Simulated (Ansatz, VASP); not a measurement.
**NaF: VASP beside Ansatz**

```
Na F
1.0
     0.00000    2.32330    2.27683
     2.32330    0.00000    2.27683
     2.32330    2.32330    0.00000
Na F
1 1
Direct
  0.00000 0.00000 0.00000
  0.50000 0.50000 0.50000
```

Change from the starting cell: zz strain of -2 %, PAW files.

Alike in both runs: task electric field gradients; functional LDA; k mesh 10 × 10 × 10; occupations fermi-dirac, width 0.02 eV; no spin polarisation.

```csv
,VASP,Ansatz
version,VASP 6.6.1,Ansatz 0.2.0
potentials or method,"VASP PAW LDA potentials, release 64 (Na_pv, F)","PAW with Ansatz's default frozen-core files, scalar-relativistic"
plane-wave cutoff (eV),520,420
valence electrons in the cell,14,16
```

Ansatz gave:

- gap on the k mesh at the Fermi level (eV): 6.04
- pressure (GPa): -3.8
- traceless stress, the component that is largest in VASP (GPa): 0.99
- size of Vzz on the site where it differs most (V/Å²): 2.8

Problem. Estimate VASP's values.

Solution. gap on the k mesh at the Fermi level (eV): 6.02; pressure (GPa): -3.8; traceless stress, the component that is largest in VASP (GPa): 1.03; size of Vzz on the site where it differs most (V/Å²): 3.1.

LDA's correlation is that of Perdew and Zunger in VASP and of Perdew and Wang (1992) in Ansatz. VASP's potentials hold 14 valence electrons a cell and Ansatz's 16, so a difference there can come from the potentials and not from the codes.
